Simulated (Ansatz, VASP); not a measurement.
**One calculation of Rh, two programs**

Contents of INCAR:

```
ALGO = Normal
EDIFF = 1E-8
ENCUT = 520
GGA = CA
ISIF = 2
ISMEAR = -1
LASPH = T
LCHARG = F
LEFG = T
LREAL = F
LWAVE = F
NBANDS = 14
NELM = 100
PREC = Accurate
SIGMA = 0.05
```

The input KPOINTS:

```
k-points
0
Gamma
  9 9 9
```

File POSCAR:

```
Rh
1.0
    0.0000000000      1.9029860865      1.9029860865
    1.9029860865      0.0000000000      1.9029860865
    1.9029860865      1.9029860865      0.0000000000
Rh
1
Direct
    0.0000000000      0.0000000000      0.0000000000
```

Input for Ansatz:

```yaml
crystal:
  lattice:
    - [0.0, 1.9029860865, 1.9029860865]
    - [1.9029860865, 0.0, 1.9029860865]
    - [1.9029860865, 1.9029860865, 0.0]
  atoms:
    - { symbol: Rh, position: [0.0, 0.0, 0.0] }
kpoints:
  mp_grid: { grid: [9, 9, 9] }
scf:
  occupations: { method: fermi_dirac, width: 0.05 }
hamiltonian:
  xc: lda
  pseudopotentials: { kind: paw }
output:
  forces: true
  stress: true
  eigenvalues: true
  efg: { contact_densities: true }
  write_density: true
  write_potential: true
  elf: true
  volumetric_format: npy
```

Alike in both runs: task electric field gradients; functional LDA; k mesh 9 × 9 × 9; occupations fermi-dirac, width 0.05 eV; no spin polarisation.

|  | VASP | Ansatz |
| --- | --- | --- |
| version | VASP 6.6.1 | Ansatz 0.2.0 |
| potentials or method | VASP PAW LDA potentials, release 64 (Rh_pv) | PAW with Ansatz's default frozen-core files, scalar-relativistic |
| plane-wave cutoff (eV) | 520 | 420 |
| valence electrons in the cell | 15 | 17 |

Ansatz gave:

```
pressure (GPa) : -11.8
```

Question: Estimate VASP's values.

Answer: Pressure (GPa): -11.0.

LDA's correlation is that of Perdew and Zunger in VASP and of Perdew and Wang (1992) in Ansatz. VASP's potentials hold 15 valence electrons a cell and Ansatz's 17, so a difference there can come from the potentials and not from the codes.
